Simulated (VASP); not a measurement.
# CoO (Pm-3m) in VASP: single point with PBE+U

Aim: the single point of CoO with PBE+U.

Everything below comes from runs of VASP 6.6.1. Logs are shortened: lines on timing, memory, paths and dates and some standing lists are left out, and cuts for length are marked.

### Step 1. The cell of the first run

Symmetry: Pm-3m, No. 221, cubic system. The conventional cell has a = 2.564 Å, b = 2.564 Å, c = 2.564 Å, α = 90.00°, β = 90.00°, γ = 90.00°. Within 2.9 Å of Co (site symmetry m-3m) lie 8 O at 2.22 Å and 6 Co at 2.56 Å. O (site symmetry m-3m) has 8 Co at 2.22 Å and 6 O at 2.56 Å within 2.9 Å.

### Step 2. Single point, PBE+U

Contents of INCAR:

```
SYSTEM = CoO
ALGO = Normal ; EDIFF = 1E-6
ENCUT = 700 ; GGA = PE
GGA_COMPAT = .False. ; ISIF = 2
ISMEAR = 0 ; LASPH = .True.
LCHARG = .False. ; LDAU = .True.
LDAUJ = 0 0 ; LDAUL = 2 -1
LDAUPRINT = 1 ; LDAUTYPE = 2
LDAUU = 3.32 0 ; LMAXMIX = 4
LREAL = .False. ; LWAVE = .False.
NBANDS = 18 ; NELM = 200
PREC = Accurate ; SIGMA = 0.02
```

Contents of KPOINTS:

```
k-points
0
Gamma
  10 10 10
  0 0 0
```

Contents of POSCAR:

```
CoO
1.0
    2.5638044542      0.0000000000      0.0000000000
    0.0000000000      2.5638044542      0.0000000000
    0.0000000000      0.0000000000      2.5638044542
Co O
1 1
Direct
    0.0000000000      0.0000000000      0.0000000000
    0.5000000000      0.5000000000      0.5000000000
```

Potentials or basis: VASP PAW PBE potentials, release 64 (Co_sv, O).

Started as:

```console
> cat potpaw_PBE.64/Co_sv/POTCAR potpaw_PBE.64/O/POTCAR > POTCAR
> mpirun -np 1 vasp_std > vasp.out
```

OUTCAR:

```text
SYSTEM = CoO
   EDIFF = 1E-6
   ENCUT = 700
   GGA = PE
   ISIF = 2
   ISMEAR = 0
   LASPH = .True.
   LREAL = .False.
   NELM = 200
   PREC = Accurate

 ion  position               nearest neighbor table
   1  0.000  0.000  0.000-   2 2.22   2 2.22   2 2.22   2 2.22   2 2.22   2 2.22   2 2.22   2 2.22

   2  0.500  0.500  0.500-   1 2.22   1 2.22   1 2.22   1 2.22   1 2.22   1 2.22   1 2.22   1 2.22

  LATTYP: Found a simple cubic cell.
 ALAT       =     2.5638044542

  Lattice vectors:

 A1 = (   2.5638044542,   0.0000000000,   0.0000000000)
 A2 = (   0.0000000000,   2.5638044542,   0.0000000000)
 A3 = (   0.0000000000,   0.0000000000,   2.5638044542)

Analysis of symmetry for initial positions (statically):
=====================================================================
 Subroutine PRICEL returns:
 Original cell was already a primitive cell.

 Routine SETGRP: Setting up the symmetry group for a
 simple cubic supercell.

 Subroutine GETGRP returns: Found 48 space group operations
 (whereof 48 operations were pure point group operations)
 out of a pool of 48 trial point group operations.

The static configuration has the point symmetry O_h .

Analysis of symmetry for dynamics (positions and initial velocities):
=====================================================================
 Subroutine PRICEL returns:
 Original cell was already a primitive cell.

 Routine SETGRP: Setting up the symmetry group for a
 simple cubic supercell.

 Subroutine GETGRP returns: Found 48 space group operations
 (whereof 48 operations were pure point group operations)
 out of a pool of 48 trial point group operations.

The dynamic configuration has the point symmetry O_h .

 Subroutine INISYM returns: Found 48 space group operations
 (whereof 48 operations are pure point group operations),
 and found     1 'primitive' translations

----------------------------------------------------------------------------------------

                                     Primitive cell

  volume of cell :      16.8521

  direct lattice vectors                    reciprocal lattice vectors
     2.563804454  0.000000000  0.000000000     0.390045348  0.000000000  0.000000000
     0.000000000  2.563804454  0.000000000     0.000000000  0.390045348  0.000000000
     0.000000000  0.000000000  2.563804454     0.000000000  0.000000000  0.390045348

  length of vectors
     2.563804454  2.563804454  2.563804454     0.390045348  0.390045348  0.390045348

  position of ions in fractional coordinates (direct lattice)
     0.000000000  0.000000000  0.000000000
     0.500000000  0.500000000  0.500000000

  ion indices of the primitive-cell ions
   primitive index   ion index
                 1           1
                 2           2

----------------------------------------------------------------------------------------

 KPOINTS: k-points

Automatic generation of k-mesh.
 Grid dimensions read from file:
 generate k-points for:   10   10   10

 Generating k-lattice:

  Cartesian coordinates                     Fractional coordinates (reciprocal lattice)
     0.039004535  0.000000000  0.000000000     0.100000000  0.000000000  0.000000000
     0.000000000  0.039004535  0.000000000     0.000000000  0.100000000  0.000000000
     0.000000000  0.000000000  0.039004535     0.000000000  0.000000000  0.100000000

  Length of vectors
     0.039004535  0.039004535  0.039004535

  Shift w.r.t. Gamma in fractional coordinates (k-lattice)
     0.000000000  0.000000000  0.000000000

 Subroutine IBZKPT returns following result:
 ===========================================

 Found     56 irreducible k-points:

 Following reciprocal coordinates:
            Coordinates               Weight
[... 32 lines left out ...]
   NGXF,Y,Z  is equivalent  to a cutoff of  31.12, 31.12, 31.12 a.u.
 SYSTEM =  CoO
   PREC   = accura    normal or accurate (medium, high low for compatibility)
   ISTART =      0    job   : 0-new  1-cont  2-samecut
   ICHARG =      2    charge: 1-file 2-atom 10-const
   ISPIN  =      1    spin polarized calculation?
   LNONCOLLINEAR =      F non collinear calculations
   LSORBIT =      F    spin-orbit coupling
   LASPH  =      T    aspherical Exc in radial PAW
   ENCUT  =  700.0 eV  51.45 Ry    7.17 a.u.   5.53  5.53  5.53*2*pi/ulx,y,z
   NELM   =    200;   NELMIN=  2; NELMDL= -5     # of ELM steps
   EDIFF  = 0.1E-05   stopping-criterion for ELM
   LREAL  =      F    real-space projection
   EDIFFG = 0.1E-04   stopping-criterion for IOM
   NSW    =      0    number of steps for IOM
   IBRION =     -1    ionic relax: 0-MD 1-quasi-New 2-CG
   NFREE  =      0    steps in history (QN), initial steepest desc. (CG)
   ISIF   =      2    stress and relaxation
   ISYM   =      2    0-nonsym 1-usesym 2-fastsym
   POTIM  = 0.5000    time-step for ionic-motion
   TEBEG  =    0.0;   TEEND  =   0.0 temperature during run
   PSTRESS=    0.0 pullay stress
   NELECT =      23.0000    total number of electrons
   NUPDOWN=      -1.0000    fix difference up-down
   EMIN   =  10.00;   EMAX   =-10.00  energy-range for DOS
   EFERMI =   0.00;   METHOD = LEGACY
   ISMEAR =     0;   SIGMA  =   0.02  broadening in eV -4-tet -1-fermi 0-gaus
   EFERMI_NEDOS =   21; number of points for ismear=-14 and -15
   IALGO  =     38    algorithm
   IMIX   =      4    mixing-type and parameters
     AMIX     =   0.40;   BMIX     =  1.00
     AMIX_MAG =   1.60;   BMIX_MAG =  1.00
  volume/ion in A,a.u.               =       8.43        56.86
  Fermi-wavevector in a.u.,A,eV,Ry     =   1.815930  3.431611 44.866618  3.297603
  Thomas-Fermi vector in A             =   2.873449
   LORBIT       =      0    0 simple, 1 ext, 2 COOP (PROOUT), +10 PAW based schemes
 LDA+U is selected, type is set to LDAUTYPE =  2
   angular momentum for each species LDAUL =     2   -1
   U (eV)           for each species LDAUU =   3.3  0.0
   J (eV)           for each species LDAUJ =   0.0  0.0
   GGA     = PE    functional components
   LHFCALC =     F    Hartree Fock is set to
   AEXX    =    0.0000 exact exchange contribution
   IVDW    =     0    specifies the selected vdW correction
   LEPSILON=     F    determine dielectric tensor
   LRPA    =     F    only Hartree local field effects (RPA)
 non-spin polarized calculation
 Gauss-broadening in eV      SIGMA  =   0.02
  energy-cutoff  :      700.00
  volume of cell :       16.85
 maximum number of plane-waves:       739
 NGX is ok and might be reduce to    24
   NGX = 11   NGY = 11   NGZ = 11

atom =   1  type =  1  l = 2

 onsite density matrix

spin component  1

  0.5728  0.0000  0.0000 -0.0000  0.0000
  0.0000  0.5728 -0.0000 -0.0000 -0.0000
  0.0000 -0.0000  0.8702 -0.0000  0.0000
 -0.0000 -0.0000 -0.0000  0.5728  0.0000
  0.0000 -0.0000  0.0000  0.0000  0.8702

spin component  2

  0.5728  0.0000  0.0000 -0.0000  0.0000
  0.0000  0.5728 -0.0000 -0.0000 -0.0000
  0.0000 -0.0000  0.8702 -0.0000  0.0000
 -0.0000 -0.0000 -0.0000  0.5728  0.0000
  0.0000 -0.0000  0.0000  0.0000  0.8702

 occupancies and eigenvectors

  o =  0.5728  v =  1.0000  0.0000  0.0000  0.0000  0.0000  0.0000  0.0000  0.0000  0.0000  0.0000      0.0000  0.0000  0.0000  0.0000  0.0000  0.0000  0.0000  0.0000  0.0000  0.0000
  o =  0.5728  v =  0.0000  0.0000  0.0000  0.0000  0.0000  1.0000  0.0000  0.0000  0.0000  0.0000      0.0000  0.0000  0.0000  0.0000  0.0000  0.0000  0.0000  0.0000  0.0000  0.0000
  o =  0.5728  v =  0.0000  0.5861  0.0000  0.8102 -0.0000  0.0000  0.0000  0.0000  0.0000  0.0000      0.0000  0.0000  0.0000  0.0000  0.0000  0.0000  0.0000  0.0000  0.0000  0.0000
  o =  0.5728  v =  0.0000  0.0000  0.0000  0.0000  0.0000  0.0000  0.5861  0.0000  0.8102 -0.0000      0.0000  0.0000  0.0000  0.0000  0.0000  0.0000  0.0000  0.0000  0.0000  0.0000
  o =  0.5728  v =  0.0000 -0.8102 -0.0000  0.5861  0.0000  0.0000  0.0000  0.0000  0.0000  0.0000      0.0000  0.0000  0.0000  0.0000  0.0000  0.0000  0.0000  0.0000  0.0000  0.0000
  o =  0.5728  v =  0.0000  0.0000  0.0000  0.0000  0.0000  0.0000 -0.8102 -0.0000  0.5861  0.0000      0.0000  0.0000  0.0000  0.0000  0.0000  0.0000  0.0000  0.0000  0.0000  0.0000
  o =  0.8702  v =  0.0000  0.0000  0.0000  0.0000  0.0000  0.0000 -0.0000  1.0000 -0.0000 -0.0056      0.0000  0.0000  0.0000  0.0000  0.0000  0.0000  0.0000  0.0000  0.0000  0.0000
  o =  0.8702  v =  0.0000 -0.0000  1.0000 -0.0000 -0.0056  0.0000  0.0000  0.0000  0.0000  0.0000      0.0000  0.0000  0.0000  0.0000  0.0000  0.0000  0.0000  0.0000  0.0000  0.0000
  o =  0.8702  v =  0.0000  0.0000  0.0000  0.0000  0.0000  0.0000  0.0000 -0.0056  0.0000 -1.0000      0.0000  0.0000  0.0000  0.0000  0.0000  0.0000  0.0000  0.0000  0.0000  0.0000
  o =  0.8702  v =  0.0000  0.0000 -0.0056  0.0000 -1.0000  0.0000  0.0000  0.0000  0.0000  0.0000      0.0000  0.0000  0.0000  0.0000  0.0000  0.0000  0.0000  0.0000  0.0000  0.0000

 number of electron      23.0000036 magnetization

 Free energy of the ion-electron system (eV)
  ---------------------------------------------------
  ext. energy  EPLUGINS =         0.00000000
  ---------------------------------------------------
  free energy    TOTEN  =        -8.50174777 eV

  energy without entropy =       -8.50105759  energy(sigma->0) =       -8.50140268

 E-fermi :  10.3941     XC(G=0): -13.6513

 val. band max:       10.3855920719   @ k =   0.4000   0.0000   0.0000
 cond. band min:      10.3955342590   @ k =   0.5000   0.0000   0.0000
 fundamental gap:      0.0099421871
 Fermi energy:        10.3940686214

 k-point     1 :       0.0000    0.0000    0.0000
  band No.  band energies     occupation
      1     -83.9096      2.00000
      2     -47.1735      2.00000
      3     -47.1735      2.00000
      4     -47.1735      2.00000
      5     -10.5437      2.00000
      6       6.8206      2.00000
[... 481 lines left out ...]
      5      -9.5539      2.00000
      6       3.1645      2.00000
[... 10 lines left out ...]
     17      29.6200      0.00000
     18      29.7797      0.00000

 [... further k-points ...]

------------------------ aborting loop because EDIFF is reached ----------------------------------------

  FORCE on cell =-STRESS in cart. coord.  units (eV):
  Direction    XX          YY          ZZ          XY          YZ          ZX
  --------------------------------------------------------------------------------------
  -------------------------------------------------------------------------------------
  Total       -0.2251519     -0.2251519     -0.2251519      0.0000000      0.0000000      0.0000000
  in kB      -21.4058028    -21.4058028    -21.4058028      0.0000000      0.0000000      0.0000000
  external PRESSURE =     -21.4058028 kB  Pullay stress =       0.0000000 kB

 VOLUME and BASIS-vectors are now :
 -----------------------------------------------------------------------------
  energy-cutoff  :      700.00
  volume of cell :       16.85
      direct lattice vectors                 reciprocal lattice vectors
     2.563804454  0.000000000  0.000000000     0.390045348  0.000000000  0.000000000
     0.000000000  2.563804454  0.000000000     0.000000000  0.390045348  0.000000000
     0.000000000  0.000000000  2.563804454     0.000000000  0.000000000  0.390045348

 POSITION                                       TOTAL-FORCE (eV/Angst)
 -----------------------------------------------------------------------------------
      0.00000      0.00000      0.00000         0.000000      0.000000      0.000000
      1.28190      1.28190      1.28190         0.000000      0.000000      0.000000
 -----------------------------------------------------------------------------------
    total drift:                                0.000000      0.000000     -0.000000

  FREE ENERGIE OF THE ION-ELECTRON SYSTEM (eV)
  ---------------------------------------------------
  free  energy   TOTEN  =        -8.5017477665 eV

  energy  without entropy=       -8.5010575864  energy(sigma->0) =       -8.50140268
```

Run time: 13 s. Hardware: 1 thread of Intel Xeon 6975P-C (Granite Rapids), shared host; peak memory 0.15 GiB.

What came out:

```yaml
Free_energy: -8.5017 eV
Pressure: -2.1 GPa
Band_gap_on_the_k_mesh: zero (an odd number of electrons rules out a gap without spin polarisation)
```

Levels at points of the mesh, in eV from the Fermi level:
| k point | band 7 | band 8 | band 9 | band 10 | band 11 | band 12 | band 13 | band 14 | band 15 | band 16 |
| --- | --- | --- | --- | --- | --- | --- | --- | --- | --- | --- |
| (0.00, 0.00, 0.00) | -3.57 | -3.10 | -3.10 | -3.10 | -0.10 | -0.10 | -0.10 | 1.65 | 16.15 | 16.15 |
| (0.50, 0.00, 0.00) | -3.96 | -3.96 | -3.15 | -0.53 | 0.00 | 1.09 | 1.09 | 7.04 | 9.10 | 16.71 |
| (0.50, 0.50, 0.00) | -6.65 | -3.05 | -2.17 | -1.02 | -0.85 | -0.85 | -0.33 | 6.96 | 12.12 | 12.12 |
| (0.50, 0.50, 0.50) | -7.20 | -7.20 | -0.28 | -0.28 | 1.43 | 1.43 | 1.43 | 7.55 | 7.55 | 7.55 |

Eigenvalues of the final occupation matrices:
| site | spin | trace | eigenvalues |
| --- | --- | --- | --- |
| site 1 d | 1 | 3.46 | 0.57 0.57 0.57 0.87 0.87 |
| site 1 d | 2 | 3.46 | 0.57 0.57 0.57 0.87 0.87 |

Caveat: an odd number of electrons without spin polarisation forces a metal; a magnetic or distorted state may lie lower; the run has no spin polarisation, though such a crystal can be magnetic; U without spin polarisation on a metal has little footing.
